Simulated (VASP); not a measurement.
ReSb2: single point with PBE

The system is ReSb2.

```
Re Sb
1.0
     4.11112    0.00000    0.00000
     0.00000    4.11112    0.00000
     0.00000    0.00000    5.81400
Re Sb
1 2
Direct
  0.00000 0.00000 0.00000
  0.00000 0.00000 0.50000
  0.50000 0.50000 0.00000
```

- Program: VASP 6.6.1
- Task: single point
- Functional: PBE
- Potentials or basis: VASP PAW PBE potentials, release 64 (Re, Sb)
- Cutoff: 520 eV
- k mesh: 4 × 4 × 4
- Occupations: gaussian, width 0.1 eV
- Spin: no spin polarisation

```yaml
Pressure: -14.2 GPa
```

Stress tensor (GPa, compression positive):
```
-12.39   0.00   0.00
  0.00 -12.39   0.00
  0.00   0.00 -17.69
```

Levels at points of the mesh, in eV from the Fermi level:
```
           k point  band 6  band 7  band 8  band 9  band 10  band 11  band 12  band 13
(0.00, 0.00, 0.00)   -0.63   -0.63   -0.61   -0.61     0.06     1.54     1.64     1.64
(0.50, 0.00, 0.00)   -1.84   -1.58   -0.56   -0.15     0.33     1.11     1.61     4.90
(0.50, 0.50, 0.00)   -1.26   -0.92   -0.38   -0.38    -0.34    -0.16     0.18     0.73
(0.00, 0.00, 0.50)   -1.20   -0.89   -0.78   -0.11    -0.11     1.61     1.89     1.89
(0.50, 0.00, 0.50)   -2.86   -1.03   -0.13    0.16     1.75     2.23     4.37     4.69
(0.50, 0.50, 0.50)   -2.58   -2.58   -0.71   -0.33     0.18     0.51     0.51     1.08
```

It used 49 s of CPU time on 1 thread of AMD EPYC 7R13 Processor (Zen 3), with other jobs on the host.

Caveat: the k points lie up to 0.38 Å⁻¹ apart; spin-orbit coupling is left out, which moves the levels of the heavy elements.
